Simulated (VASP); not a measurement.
# Co (Pm-3n) in VASP: a series of runs

Co is run at these levels: LDA; tasks: single point, relaxation of cell and atoms.

Everything below comes from runs of VASP 6.6.1. Logs are shortened: lines on timing, memory, paths and dates and some standing lists are left out, and cuts for length are marked.

**1. The cell of the first run**

The structure is cubic, space group Pm-3n (No. 223). Conventional cell: a = 4.343 Å, b = 4.343 Å, c = 4.343 Å, α = 90.00°, β = 90.00°, γ = 90.00°. Co (site symmetry m-3) has 12 Co at 2.43 Å within 3.2 Å. Within 2.9 Å of Co (site symmetry -4m2) lie 14 Co at 2.17 to 2.66 Å.

**2. Single point, LDA, collinear spin, ferromagnetic start**

File INCAR:

```
ALGO = Normal ; EDIFF = 1E-6
ENCUT = 520 ; GGA = CA
ISIF = 2 ; ISMEAR = -1
ISPIN = 2 ; LASPH = T
LCHARG = T ; LELF = T
LMAXMIX = 4 ; LORBIT = 11
LREAL = F ; LVHAR = T
LWAVE = F ; MAGMOM = 1.555 1.555 1.619 1.619 1.619 1.619 1.619 1.619
NBANDS = 50 ; NELM = 150
PREC = Accurate ; SIGMA = 0.05
```

File KPOINTS:

```
k-points
0
Gamma
  8 8 8
```

File POSCAR:

```
Co
1.0
    4.3429342371      0.0000000000      0.0000000000
    0.0000000000      4.3429342371      0.0000000000
    0.0000000000      0.0000000000      4.3429342371
Co
8
Direct
    0.0000000000      0.0000000000      0.0000000000
    0.5000000000      0.5000000000      0.5000000000
    0.2500000000      0.0000000000      0.5000000000
    0.7500000000      0.0000000000      0.5000000000
    0.5000000000      0.2500000000      1.0000000000
    0.5000000000      0.7500000000      1.0000000000
    1.0000000000      0.5000000000      0.2500000000
    1.0000000000      0.5000000000      0.7500000000
```

Potentials or basis: VASP PAW LDA potentials, release 64 (Co).

Started as:

```sh
cat potpaw_LDA.64/Co/POTCAR > POTCAR
mpirun -np 1 vasp_std > vasp.out
```

OUTCAR:

```text
EDIFF = 1E-6
   ENCUT = 520
   GGA = CA
   ISIF = 2
   ISMEAR = -1
   ISPIN = 2
   LASPH = T
   LORBIT = 11
   LREAL = F
   NELM = 150
   PREC = Accurate

 ion  position               nearest neighbor table
   1  0.000  0.000  0.000-   3 2.43   4 2.43   5 2.43   6 2.43   7 2.43   8 2.43   3 2.43   4 2.43
                             7 2.43   8 2.43   5 2.43   6 2.43
   2  0.500  0.500  0.500-   3 2.43   4 2.43   5 2.43   6 2.43   7 2.43   8 2.43   5 2.43   6 2.43
                             3 2.43   4 2.43   7 2.43   8 2.43
   3  0.250  0.000  0.500-   4 2.17   4 2.17   1 2.43   1 2.43   2 2.43   2 2.43   8 2.66   5 2.66
                             5 2.66   6 2.66   6 2.66   7 2.66   8 2.66   7 2.66
   4  0.750  0.000  0.500-   3 2.17   3 2.17   1 2.43   1 2.43   2 2.43   2 2.43   8 2.66   5 2.66
                             5 2.66   6 2.66   6 2.66   7 2.66   8 2.66   7 2.66
   5  0.500  0.250  0.000-   6 2.17   6 2.17   1 2.43   2 2.43   2 2.43   1 2.43   8 2.66   4 2.66
                             3 2.66   4 2.66   3 2.66   7 2.66   7 2.66   8 2.66
   6  0.500  0.750  0.000-   5 2.17   5 2.17   1 2.43   2 2.43   2 2.43   1 2.43   8 2.66   4 2.66
                             3 2.66   4 2.66   3 2.66   7 2.66   7 2.66   8 2.66
   7  0.000  0.500  0.250-   8 2.17   8 2.17   1 2.43   2 2.43   1 2.43   2 2.43   3 2.66   4 2.66
                             5 2.66   3 2.66   4 2.66   6 2.66   5 2.66   6 2.66
   8  0.000  0.500  0.750-   7 2.17   7 2.17   1 2.43   2 2.43   1 2.43   2 2.43   3 2.66   4 2.66
                             5 2.66   3 2.66   4 2.66   6 2.66   5 2.66   6 2.66

  LATTYP: Found a simple cubic cell.
 ALAT       =     4.3429342371

  Lattice vectors:

 A1 = (   4.3429342371,   0.0000000000,   0.0000000000)
 A2 = (   0.0000000000,   4.3429342371,   0.0000000000)
 A3 = (   0.0000000000,   0.0000000000,   4.3429342371)

Analysis of symmetry for initial positions (statically):
=====================================================================
 Subroutine PRICEL returns:
 Original cell was already a primitive cell.

 Routine SETGRP: Setting up the symmetry group for a
 simple cubic supercell.

 Subroutine GETGRP returns: Found 48 space group operations
 (whereof 24 operations were pure point group operations)
 out of a pool of 48 trial point group operations.

The static configuration has the point symmetry T_h .
 The point group associated with its full space group is O_h .

Analysis of symmetry for dynamics (positions and initial velocities):
=====================================================================
 Subroutine PRICEL returns:
 Original cell was already a primitive cell.

 Routine SETGRP: Setting up the symmetry group for a
 simple cubic supercell.

 Subroutine GETGRP returns: Found 48 space group operations
[... 176 lines left out ...]
  energy without entropy =      -63.95369316  energy(sigma->0) =      -63.99070843

 E-fermi :  11.0013     XC(G=0): -14.0690

 val. band max:       10.9988331289   @ k =   0.5000   0.3750   0.0000
 cond. band min:      11.0045113376   @ k =   0.5000   0.5000   0.3750
 fundamental gap:      0.0056782086
 Fermi energy:        11.0012874904

 spin component 1

 k-point     1 :       0.0000    0.0000    0.0000
  band No.  band energies     occupation
      1       1.5176      1.00000
      2       5.4119      1.00000
      3       5.4119      1.00000
      4       6.1331      1.00000
      5       6.2897      1.00000
      6       6.2897      1.00000
[... 1213 lines left out ...]
     47      14.9300      0.00000
     48      15.8728      0.00000

 [... further k-points ...]

 spin component 2

 k-point     1 :       0.0000    0.0000    0.0000
  band No.  band energies     occupation
      1       1.7265      1.00000
      2       6.2911      1.00000
      3       6.2911      1.00000
      4       6.9073      1.00000
      5       7.4816      1.00000
      6       7.4816      1.00000
[... 1213 lines left out ...]
     47      15.7434      0.00000
     48      16.6852      0.00000

 [... further k-points ...]

 [bands above 48 left out]

------------------------ aborting loop because EDIFF is reached ----------------------------------------

  FORCE on cell =-STRESS in cart. coord.  units (eV):
  Direction    XX          YY          ZZ          XY          YZ          ZX
  --------------------------------------------------------------------------------------
  -------------------------------------------------------------------------------------
  Total       -0.4688913     -0.4688913     -0.4688913     -0.0000000      0.0000000      0.0000000
  in kB       -9.1713450     -9.1713450     -9.1713450     -0.0000000      0.0000000      0.0000000
  external PRESSURE =      -9.1713450 kB  Pullay stress =       0.0000000 kB

 VOLUME and BASIS-vectors are now :
 -----------------------------------------------------------------------------
  energy-cutoff  :      520.00
  volume of cell :       81.91
      direct lattice vectors                 reciprocal lattice vectors
     4.342934237  0.000000000  0.000000000     0.230259070  0.000000000  0.000000000
     0.000000000  4.342934237  0.000000000     0.000000000  0.230259070  0.000000000
     0.000000000  0.000000000  4.342934237     0.000000000  0.000000000  0.230259070

 POSITION                                       TOTAL-FORCE (eV/Angst)
 -----------------------------------------------------------------------------------
      0.00000      0.00000      0.00000        -0.000000      0.000000     -0.000000
      2.17147      2.17147      2.17147        -0.000000      0.000000     -0.000000
      1.08573      0.00000      2.17147         0.000000      0.000000     -0.000000
      3.25720      0.00000      2.17147        -0.000000      0.000000      0.000000
      2.17147      1.08573      0.00000         0.000000      0.000000     -0.000000
      2.17147      3.25720      0.00000         0.000000     -0.000000      0.000000
      0.00000      2.17147      1.08573         0.000000     -0.000000      0.000000
      0.00000      2.17147      3.25720        -0.000000     -0.000000     -0.000000
 -----------------------------------------------------------------------------------
    total drift:                                0.000000     -0.000000      0.000000

  FREE ENERGIE OF THE ION-ELECTRON SYSTEM (eV)
  ---------------------------------------------------
  free  energy   TOTEN  =       -64.0277236935 eV

  energy  without entropy=      -63.9536931639  energy(sigma->0) =      -63.99070843

 total charge

# of ion       s       p       d       tot
------------------------------------------
    1        0.521   0.584   7.336   8.441
    2        0.521   0.584   7.336   8.441
    3        0.514   0.569   7.336   8.419
    4        0.514   0.569   7.336   8.419
    5        0.514   0.569   7.336   8.419
    6        0.514   0.569   7.336   8.419
    7        0.514   0.569   7.336   8.419
    8        0.514   0.569   7.336   8.419
--------------------------------------------------
tot          4.129   4.581  58.686  67.396

 magnetization (x)

# of ion       s       p       d       tot
------------------------------------------
    1       -0.013  -0.040   1.549   1.495
    2       -0.013  -0.040   1.549   1.495
    3       -0.007  -0.033   1.628   1.588
    4       -0.007  -0.033   1.628   1.588
    5       -0.007  -0.033   1.628   1.588
    6       -0.007  -0.033   1.628   1.588
    7       -0.007  -0.033   1.628   1.588
    8       -0.007  -0.033   1.628   1.588
--------------------------------------------------
tot         -0.066  -0.281  12.867  12.521
```

OSZICAR:

```text
N       E                     dE             d eps       ncg     rms          rms(c)
DAV:   1     0.570359726260E+03    0.57036E+03   -0.30120E+04  7024   0.199E+03
DAV:   2    -0.193195214624E+02   -0.58968E+03   -0.56199E+03  7024   0.393E+02
DAV:   3    -0.713922812761E+02   -0.52073E+02   -0.44216E+02  7046   0.157E+02
DAV:   4    -0.726645629505E+02   -0.12723E+01   -0.12598E+01  7460   0.281E+01
DAV:   5    -0.727066485952E+02   -0.42086E-01   -0.42077E-01 10346   0.349E+00    0.327E+01
DAV:   6    -0.654886637924E+02    0.72180E+01   -0.69178E+01  7226   0.894E+01    0.168E+01
DAV:   7    -0.701210067157E+02   -0.46323E+01   -0.21530E+01  7354   0.987E+01    0.334E+01
DAV:   8    -0.639962396478E+02    0.61248E+01   -0.88523E+00  7684   0.720E+01    0.568E+00
DAV:   9    -0.640973485586E+02   -0.10111E+00   -0.17662E+00  7210   0.108E+01    0.428E+00
DAV:  10    -0.640321232758E+02    0.65225E-01   -0.89173E-02  8378   0.287E+00    0.155E+00
DAV:  11    -0.640277561781E+02    0.43671E-02   -0.10685E-02  7784   0.146E+00    0.810E-01
DAV:  12    -0.640279879811E+02   -0.23180E-03   -0.40366E-03  7336   0.105E+00    0.524E-01
DAV:  13    -0.640277267113E+02    0.26127E-03   -0.12806E-03  8302   0.462E-01    0.148E-01
DAV:  14    -0.640277372532E+02   -0.10542E-04   -0.30309E-04 12050   0.250E-01    0.966E-02
DAV:  15    -0.640277376516E+02   -0.39837E-06   -0.59742E-05  7584   0.880E-02    0.643E-02
DAV:  16    -0.640277233829E+02    0.14269E-04   -0.16092E-05 10258   0.765E-02    0.832E-03
DAV:  17    -0.640277236935E+02   -0.31067E-06   -0.51245E-06  6122   0.174E-02
   1 F= -.64027724E+02 E0= -.63990708E+02  d E =-.740305E-01  mag=    12.5770
```

It took 6.6 min on 1 thread of Intel Xeon 8259CL, shared host; peak memory 0.3 GiB.

Results:

```yaml
Free_energy: -64.0277 eV
Pressure: -0.9 GPa
Net_moment: 12.58 μB per cell
Site_moments: Co +1.50, +1.59 (each value once) μB
Valence_electrons_inside_the_program's_atomic_spheres: Co 8.44, 8.42 (each value once)
```

**3. Relaxation of cell and atoms, LDA, collinear spin, ferromagnetic start**

This run uses another cell than the first one, of 11.07 Å³/atom.

File INCAR:

```
SYSTEM = Co
ALGO = Normal ; EDIFF = 1E-6
EDIFFG = -0.01 ; ENCUT = 600
IBRION = 2 ; ISIF = 3
ISMEAR = -1 ; ISPIN = 2
LASPH = .TRUE. ; LCHARG = .FALSE.
LMAXMIX = 4 ; LORBIT = 11
LREAL = .FALSE. ; LWAVE = .FALSE.
MAGMOM = 1.7 1.7 1.7 1.7 1.7 1.7 1.7 1.7 ; NELM = 150
NSW = 80 ; PREC = Accurate
SIGMA = 0.05
```

File KPOINTS:

```
k-points
0
G
  6 6 6
  0 0 0
```

File POSCAR:

```
Co
1.0
    4.4578576470      0.0000000000      0.0000000000
    0.0000000000      4.4578576470      0.0000000000
    0.0000000000      0.0000000000      4.4578576470
Co
8
Direct
    0.0000000000      0.0000000000      0.0000000000
    0.5000000000      0.5000000000      0.5000000000
    0.2500000000      0.0000000000      0.5000000000
    0.7500000000      0.0000000000      0.5000000000
    0.5000000000      0.2500000000      0.0000000000
    0.5000000000      0.7500000000      0.0000000000
    0.0000000000      0.5000000000      0.2500000000
    0.0000000000      0.5000000000      0.7500000000
```

Potentials or basis: VASP PAW LDA potentials, release 64 (Co).

Started as:

```sh
cat potpaw_LDA.64/Co/POTCAR > POTCAR
mpirun -np 1 vasp_std > vasp.out
```

Wall time 19 min (1 thread of Oxide Virtual Turin-like, shared host); peak memory 0.25 GiB.

Results (log left out):

```yaml
Free_energy: -64.0315 eV
Relaxed_volume: 10.20 Å³/atom
Relaxed_cell: a = 4.337 Å, b = 4.337 Å, c = 4.337 Å, α = 90.00°, β = 90.00°, γ = 90.00°
Space_group_after_relaxing_to_0.1_Å: Pm-3n (No. 223)
Energy_gained_by_relaxing: 53.6 meV/atom
Ionic_steps: 4
Pressure_after_relaxing: -0.1 GPa
Net_moment: 12.49 μB per cell
Site_moments: Co +1.49, +1.57 (each value once) μB
Valence_electrons_inside_the_program's_atomic_spheres: Co 8.45, 8.43 (each value once)
```

Step by step:
| step | energy change (eV) | largest force (eV/Å) | pressure (GPa) | volume (Å³) |
| --- | --- | --- | --- | --- |
| 1 | 0.0000 | 0.0000 | -17.93 | 88.59 |
| 2 | 0.3315 | 0.0000 | 33.48 | 73.63 |
| 3 | -0.4289 | 0.0000 | -0.55 | 81.72 |
| 4 | -0.4292 | 0.0000 | -0.10 | 81.57 |

Final structure:
```cif
data_structure
_symmetry_space_group_name_H-M 'P 1'
_symmetry_Int_Tables_number 1
_cell_length_a 4.3369
_cell_length_b 4.3369
_cell_length_c 4.3369
_cell_angle_alpha 90.000
_cell_angle_beta 90.000
_cell_angle_gamma 90.000
_cell_volume 81.57
loop_
_atom_site_label
_atom_site_type_symbol
_atom_site_fract_x
_atom_site_fract_y
_atom_site_fract_z
_atom_site_occupancy
Co1 Co 0.00000 0.00000 0.00000 1
Co2 Co 0.50000 0.50000 0.50000 1
Co3 Co 0.25000 0.00000 0.50000 1
Co4 Co 0.75000 0.00000 0.50000 1
Co5 Co 0.50000 0.25000 0.00000 1
Co6 Co 0.50000 0.75000 0.00000 1
Co7 Co 0.00000 0.50000 0.25000 1
Co8 Co 0.00000 0.50000 0.75000 1
```

Levels at points of the mesh, in eV from the Fermi level:
Spin up:
```csv
k point,band 40,band 41,band 42,band 43,band 44,band 45
"(0.00, 0.00, 0.00)",-0.62,-0.62,1.29,1.29,1.29,3.10
"(0.50, 0.00, 0.00)",-0.65,-0.19,-0.19,2.01,2.01,2.74
"(0.50, 0.50, 0.00)",-0.75,-0.56,-0.39,-0.39,-0.08,2.36
"(0.50, 0.50, 0.50)",-0.89,0.28,0.28,0.28,0.28,0.28
```
Spin down:
```
           k point  band 27  band 28  band 29  band 30  band 31  band 32  band 33  band 34
(0.00, 0.00, 0.00)    -0.21    -0.21    -0.15    -0.15    -0.15     0.02     0.02     0.40
(0.50, 0.00, 0.00)    -0.55    -0.55    -0.36    -0.36     0.09     0.09     0.45     0.45
(0.50, 0.50, 0.00)    -0.75    -0.41    -0.10     0.11     0.11     0.23     0.23     0.25
(0.50, 0.50, 0.50)    -0.32    -0.32    -0.32    -0.32     0.55     0.55     0.55     0.55
```
